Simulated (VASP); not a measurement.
# Al2BAs3 (R-3m) in VASP: further runs, part 2 of 2

VASP 6.6.1.

**4. Relaxation of cell and atoms, PBE**

INCAR

```
SYSTEM = Al2BAs3
PREC     = Accurate       ! precision mode
ENCUT    = 600            ! plane-wave cutoff, eV
EDIFF    = 1E-6           ! SCF threshold, eV
ISMEAR   = 0              ! smearing method
SIGMA    = 0.1            ! smearing width, eV
LREAL    = .False.        ! projectors in reciprocal space
LASPH    = .True.         ! aspherical terms in the spheres
NELM     = 60             ! most SCF steps
ALGO     = Normal         ! electronic algorithm
ISIF     = 3              ! what is computed and relaxed
LWAVE    = .False.        ! write WAVECAR
LCHARG   = .False.        ! write CHGCAR
GGA      = PE             ! functional
IBRION   = 2              ! ionic algorithm
NSW      = 90             ! ionic steps
EDIFFG   = -0.04          ! ionic threshold
```

KPOINTS

```
Automatic mesh
0
Gamma
  6 6 6
  0 0 0
```

POSCAR

```
Al2BAs3
1.0
    2.5049887000      1.4462559000      4.4501904200
   -2.5049887000      1.4462559000      4.4501904200
    0.0000000000     -2.8925118000      4.4501904200
Al B As
2 1 3
Direct
    0.8785759800      0.8785759800      0.8785759800
    0.1214240200      0.1214240200      0.1214240200
    0.5000000000      0.5000000000      0.5000000000
    0.5000000000      0.0000000000      0.5000000000
    0.5000000000      0.5000000000      0.0000000000
    0.0000000000      0.5000000000      0.5000000000
```

Potentials or basis: VASP PAW PBE potentials, release 64 (Al, B, As).

The run is started by

```sh
$ cat potpaw_PBE.64/Al/POTCAR potpaw_PBE.64/B/POTCAR potpaw_PBE.64/As/POTCAR > POTCAR
$ mpirun -np 1 vasp_std > vasp.out
```

OUTCAR:

```text
SYSTEM = Al2BAs3
   PREC = Accurate
   ENCUT = 600
   EDIFF = 1E-6
   ISMEAR = 0
   LREAL = .False.
   LASPH = .True.
   NELM = 60
   ISIF = 3
   GGA = PE
   IBRION = 2
   NSW = 90
   EDIFFG = -0.04

 ion  position               nearest neighbor table
   1  0.879  0.879  0.879-   4 2.98   6 2.98   4 2.98   6 2.98   5 2.98   5 2.98   2 3.13   2 3.13
                             2 3.13   2 3.24
   2  0.121  0.121  0.121-   4 2.98   6 2.98   6 2.98   4 2.98   5 2.98   5 2.98   1 3.13   1 3.13
                             1 3.13   1 3.24
   3  0.500  0.500  0.500-
   4  0.500  0.000  0.500-   5 2.50   5 2.50   6 2.50   6 2.50   2 2.98   1 2.98   1 2.98   2 2.98

   5  0.500  0.500  0.000-   4 2.50   6 2.50   4 2.50   6 2.50   1 2.98   2 2.98   1 2.98   2 2.98

   6  0.000  0.500  0.500-   5 2.50   5 2.50   4 2.50   4 2.50   1 2.98   2 2.98   1 2.98   2 2.98

  LATTYP: Found a trigonal (rhomboedric) cell.
 ALAT       =     5.3076189850
 COS(alpha) =     0.5545057940

  Lattice vectors:

 A1 = (   2.5049887000,   1.4462559000,   4.4501904200)
 A2 = (  -2.5049887000,   1.4462559000,   4.4501904200)
 A3 = (   0.0000000000,  -2.8925118000,   4.4501904200)

Analysis of symmetry for initial positions (statically):
=====================================================================
 Subroutine PRICEL returns:
 Original cell was already a primitive cell.

 Routine SETGRP: Setting up the symmetry group for a
 trigonal (rhombohedral) supercell.

 Subroutine GETGRP returns: Found 12 space group operations
 (whereof 12 operations were pure point group operations)
 out of a pool of 12 trial point group operations.

The static configuration has the point symmetry D_3d.

Analysis of symmetry for dynamics (positions and initial velocities):
=====================================================================
 Subroutine PRICEL returns:
 Original cell was already a primitive cell.

 Routine SETGRP: Setting up the symmetry group for a
 trigonal (rhombohedral) supercell.

[... 152 lines left out ...]

 number of electron      24.0000001 magnetization

 Free energy of the ion-electron system (eV)
  ---------------------------------------------------
  ext. energy  EPLUGINS =         0.00000000
  ---------------------------------------------------
  free energy    TOTEN  =       -22.65958519 eV

  energy without entropy =      -22.65011364  energy(sigma->0) =      -22.65484941

------------------------ aborting loop because EDIFF is reached ----------------------------------------

  FORCE on cell =-STRESS in cart. coord.  units (eV):
  Direction    XX          YY          ZZ          XY          YZ          ZX
  --------------------------------------------------------------------------------------
  -------------------------------------------------------------------------------------
  Total       10.3115271     10.3115271     -1.1606147      0.0000000      0.0000000      0.0000000
  in kB      170.7862138    170.7862137    -19.2228554      0.0000000      0.0000000      0.0000000
  external PRESSURE =     107.4498574 kB  Pullay stress =       0.0000000 kB
[... 101 lines left out ...]
  FREE ENERGIE OF THE ION-ELECTRON SYSTEM (eV)
  ---------------------------------------------------
  free  energy   TOTEN  =       -23.3327251835 eV

  energy  without entropy=      -23.3177498511  energy(sigma->0) =      -23.32523752

[... ionic steps 4 to 25 ...]

--------------------------------------- Ionic step       26  -------------------------------------------

 number of electron      24.0000000 magnetization

------------------------ aborting loop because EDIFF is reached ----------------------------------------
[... 75 lines left out ...]
--------------------------------------- Ionic step       28  -------------------------------------------

 number of electron      24.0000001 magnetization

 Free energy of the ion-electron system (eV)
  ---------------------------------------------------
  ext. energy  EPLUGINS =         0.00000000
  ---------------------------------------------------
  free energy    TOTEN  =       -25.12548643 eV

  energy without entropy =      -25.10446820  energy(sigma->0) =      -25.11497731

 E-fermi :   6.0183     XC(G=0): -10.2423

 val. band max:        6.0056479829   @ k =   0.5000   0.1667   0.0000
 cond. band min:       6.0231468342   @ k =   0.3333   0.1667   0.1667
 fundamental gap:      0.0174988513
 Fermi energy:         6.0183475687

 k-point     1 :       0.0000    0.0000    0.0000
  band No.  band energies     occupation
      1      -7.9269      2.00000
      2      -3.6663      2.00000
      3      -3.6663      2.00000
      4      -1.1120      2.00000
      5       0.6737      2.00000
      6       0.7390      2.00000
[... 433 lines left out ...]
      3      -4.6398      2.00000
      4      -1.2109      2.00000
      5      -0.6917      2.00000
      6       0.6833      2.00000
[... 8 lines left out ...]
     15       7.8985      0.00000
     16       7.9941      0.00000

 [... further k-points ...]
[... 5 lines left out ...]
  --------------------------------------------------------------------------------------
  -------------------------------------------------------------------------------------
  Total       -0.0936158     -0.0936158     -0.1271804      0.0000000      0.0000000      0.0000000
  in kB       -1.4201819     -1.4201819     -1.9293686      0.0000000      0.0000000      0.0000000
  external PRESSURE =      -1.5899108 kB  Pullay stress =       0.0000000 kB
[... 21 lines left out ...]
  FREE ENERGIE OF THE ION-ELECTRON SYSTEM (eV)
  ---------------------------------------------------
  free  energy   TOTEN  =       -25.1254864279 eV

  energy  without entropy=      -25.1044682015  energy(sigma->0) =      -25.11497731

 reached required accuracy - stopping structural energy minimisation
```

OSZICAR:

```text
N       E                     dE             d eps       ncg     rms          rms(c)
DAV:   1     0.811979063845E+02    0.81198E+02   -0.10723E+04  1024   0.143E+03
DAV:   2    -0.172494621693E+02   -0.98447E+02   -0.96985E+02  1368   0.185E+02
DAV:   3    -0.228734051024E+02   -0.56239E+01   -0.54766E+01  1392   0.445E+01
DAV:   4    -0.229265529889E+02   -0.53148E-01   -0.53133E-01  1240   0.499E+00
[... 239 lines left out ...]
DAV:   1    -0.251260370803E+02   -0.11201E-02   -0.52747E-02  1256   0.125E+00    0.122E-01
DAV:   2    -0.251256933356E+02    0.34374E-03   -0.17372E-03  1288   0.254E-01    0.684E-02
DAV:   3    -0.251254880497E+02    0.20529E-03   -0.46192E-04  1296   0.108E-01    0.140E-02
DAV:   4    -0.251254864009E+02    0.16488E-05   -0.21415E-05  1304   0.268E-02    0.108E-02
DAV:   5    -0.251254864279E+02   -0.27003E-07   -0.12582E-06   736   0.604E-03
  28 F= -.25125486E+02 E0= -.25114977E+02  d E =-.123644E-02
```

It took 8.7 min on 1 thread of Intel Xeon 6975P-C (Granite Rapids), shared host; peak memory 0.32 GiB.

What came out:

| Quantity | Value |
| --- | --- |
| Free energy | -25.1255 eV |
| Relaxed volume | 17.60 Å³/atom |
| Relaxed cell | a = 4.752 Å, b = 4.752 Å, c = 4.752 Å, α = 83.97°, β = 83.97°, γ = 83.97° |
| Space group after relaxing (to 0.05 Å) | R-3m (No. 166) |
| Energy gained by relaxing | 411.0 meV/atom |
| Ionic steps | 28 |
| Pressure after relaxing | -0.2 GPa |
| Largest force after relaxing | 0.038 eV/Å |
| Band gap on the k mesh | zero (band 12 reaches 7.93 eV, above the bottom of band 13 at 5.48 eV) |

Forces in eV/Å, atoms in the order of the input:
```
Al   0.000  0.000 -0.038
Al   0.000  0.000  0.038
B    0.000  0.000  0.000
As   0.000  0.000  0.000
As   0.000  0.000  0.000
As   0.000  0.000  0.000
```

Step by step:
| step | energy change (eV) | largest force (eV/Å) | pressure (GPa) | volume (Å³) |
| --- | --- | --- | --- | --- |
| 1 | 0.0000 | 0.4185 | 10.74 | 96.73 |
| 2 | -0.6675 | 0.2089 | -2.93 | 112.38 |
| 3 | -0.6731 | 0.2130 | -2.01 | 110.61 |
| 4 | -0.7717 | 0.1931 | -0.99 | 108.03 |
| 5 | -0.8378 | 0.1337 | 0.63 | 104.86 |
| 6 | -0.9506 | 0.1820 | 5.01 | 98.32 |
| 7 | -0.8278 | 1.0668 | 23.54 | 84.47 |
| 8 | -1.1036 | 0.3587 | 8.42 | 94.36 |
| 9 | -1.1764 | 0.6584 | 14.18 | 89.48 |
| 10 | -1.1871 | 0.6655 | 14.43 | 89.33 |
| 11 | -1.2105 | 0.7034 | 15.11 | 88.89 |
| 12 | -1.2209 | 0.7987 | 16.84 | 87.97 |
| 13 | -1.2661 | 0.7729 | 16.28 | 88.33 |
| 14 | -1.3930 | 0.6915 | 14.65 | 89.42 |
| 15 | -1.6116 | 0.5378 | 11.59 | 91.62 |
| 16 | -1.9427 | 0.2733 | 6.16 | 96.09 |
| 17 | -2.2386 | 0.3282 | -1.60 | 105.31 |
| 18 | -2.2451 | 0.4284 | -2.54 | 106.80 |
| 19 | -2.2948 | 0.5091 | -2.55 | 106.89 |
| 20 | -2.3925 | 0.8022 | -2.05 | 107.04 |
| 21 | -2.4013 | 0.9430 | -1.77 | 107.07 |
| 22 | -2.4410 | 0.5958 | -0.83 | 105.85 |
| 23 | -2.4615 | 0.1036 | 0.75 | 104.11 |
| 24 | -2.4615 | 0.1248 | 0.68 | 104.19 |
| 25 | -2.4639 | 0.0538 | 0.33 | 104.68 |
| 26 | -2.4647 | 0.0165 | -0.02 | 105.19 |
| 27 | -2.4653 | 0.0004 | -0.07 | 105.32 |
| 28 | -2.4659 | 0.0376 | -0.16 | 105.61 |

Final structure:
```yaml
crystal:
  lattice:
    - [3.17849, 1.83510, 3.01775]
    - [-3.17849, 1.83510, 3.01775]
    - [0.00000, -3.67021, 3.01775]
  atoms:
    - { symbol: Al, position: [0.86272, 0.86272, 0.86272] }
    - { symbol: Al, position: [0.13728, 0.13728, 0.13728] }
    - { symbol: B, position: [0.50000, 0.50000, 0.50000] }
    - { symbol: As, position: [0.50000, 0.00000, 0.50000] }
    - { symbol: As, position: [0.50000, 0.50000, 0.00000] }
    - { symbol: As, position: [0.00000, 0.50000, 0.50000] }
```

Levels at points of the mesh, in eV from the Fermi level:
```csv
k point,band 10,band 11,band 12,band 13,band 14,band 15
"(0.00, 0.00, 0.00)",-1.75,-1.75,-0.11,-0.11,1.48,1.48
"(0.50, 0.00, 0.00)",-2.18,-1.89,0.13,0.20,0.65,1.95
"(0.50, 0.50, 0.00)",-2.19,-1.06,0.31,0.92,1.56,1.62
"(0.50, 0.50, 0.50)",0.68,1.43,1.91,1.91,1.99,1.99
```

**5. Single point, PBE**

This run uses another cell than the first one, of 17.59 Å³/atom, 1.091 times its volume.

INCAR

```
SYSTEM = Al2BAs3
PREC     = Accurate       ! precision mode
ENCUT    = 520            ! plane-wave cutoff, eV
EDIFF    = 1E-6           ! SCF threshold, eV
ISMEAR   = 0              ! smearing method
SIGMA    = 0.1            ! smearing width, eV
LREAL    = .FALSE.        ! projectors in reciprocal space
LASPH    = .TRUE.         ! aspherical terms in the spheres
NELM     = 80             ! most SCF steps
ALGO     = Normal         ! electronic algorithm
ISIF     = 2              ! what is computed and relaxed
LWAVE    = .FALSE.        ! write WAVECAR
LCHARG   = .FALSE.        ! write CHGCAR
GGA      = PE             ! functional
NBANDS   = 21             ! bands
```

KPOINTS

```
regular mesh
0
G
  12 12 12
  0 0 0
```

POSCAR

```
Al2BAs3
1.0
    3.1747254558      1.8329285965      3.0228395712
   -3.1747254558      1.8329285965      3.0228395712
    0.0000000000     -3.6658571930      3.0228395712
Al B As
2 1 3
Direct
    0.8626030027      0.8626030027      0.8626030027
    0.1373969973      0.1373969973      0.1373969973
    0.5000000000      0.5000000000      0.5000000000
    0.5000000000      0.0000000000      0.5000000000
    0.5000000000      0.5000000000      0.0000000000
    0.0000000000      0.5000000000      0.5000000000
```

The run is started by

```sh
$ cat potpaw_PBE.64/Al/POTCAR potpaw_PBE.64/B/POTCAR potpaw_PBE.64/As/POTCAR > POTCAR
$ mpirun -np 1 vasp_std > vasp.out
```

Run time: 1.8 min. Hardware: 1 thread of Intel Xeon 6975P-C (Granite Rapids), shared host; peak memory 0.49 GiB.

It converged, with:

```
Free energy            : -25.0736 eV
Pressure               : 0.1 GPa
Largest force          : 0.029 eV/Å
Band gap on the k mesh : zero (band 12 reaches 7.96 eV, above the bottom of band 13 at 5.38 eV)
```

Forces in eV/Å, atoms in the order of the input:
```
Al   0.000  0.000  0.029
Al   0.000  0.000 -0.029
B    0.000  0.000  0.000
As   0.000  0.000  0.000
As   0.000  0.000  0.000
As   0.000  0.000  0.000
```

Levels at points of the mesh, in eV from the Fermi level:
```
           k point  band 9  band 10  band 11  band 12  band 13  band 14  band 15  band 16
(0.00, 0.00, 0.00)   -1.96    -1.78    -1.78    -0.12    -0.12     0.98     1.45     1.45
(0.50, 0.00, 0.00)   -2.73    -2.20    -1.94     0.12     0.17     0.65     1.93     2.26
(0.50, 0.50, 0.00)   -2.39    -2.20    -1.05     0.30     0.88     1.53     1.58     1.98
(0.50, 0.50, 0.50)    0.65     0.65     1.37     1.91     1.91     1.94     1.94     2.56
```

**6. Overview**

| task | cell | k mesh | cutoff (eV) | gap on the mesh (eV) | pressure (GPa) | largest force (eV/Å) |
| --- | --- | --- | --- | --- | --- | --- |
| single point | a = 5.308 Å, angles 56.3°, 6 atoms | 6 × 6 × 6 | 520 | none | 10.7 | 0.42 |
| single point | a = 4.743 Å, angles 83.8°, 6 atoms | 6 × 6 × 6 | 520 | none | 0.3 | 0.04 |
| relaxation of cell and atoms | relaxed from a = 5.308 Å, angles 56.3°, 6 atoms | 6 × 6 × 6 | 600 | none | -0.2 | 0.04 |
| single point | a = 4.751 Å, angles 83.9°, 6 atoms | 12 × 12 × 12 | 520 | none | 0.1 | 0.03 |

Alike in all rows: level PBE; potentials or basis VASP PAW PBE potentials, release 64 (Al, B, As); no spin polarisation; smearing gaussian 0.1 eV.

Total energies depend on the potentials used, so only differences within one code and one set of settings carry meaning.
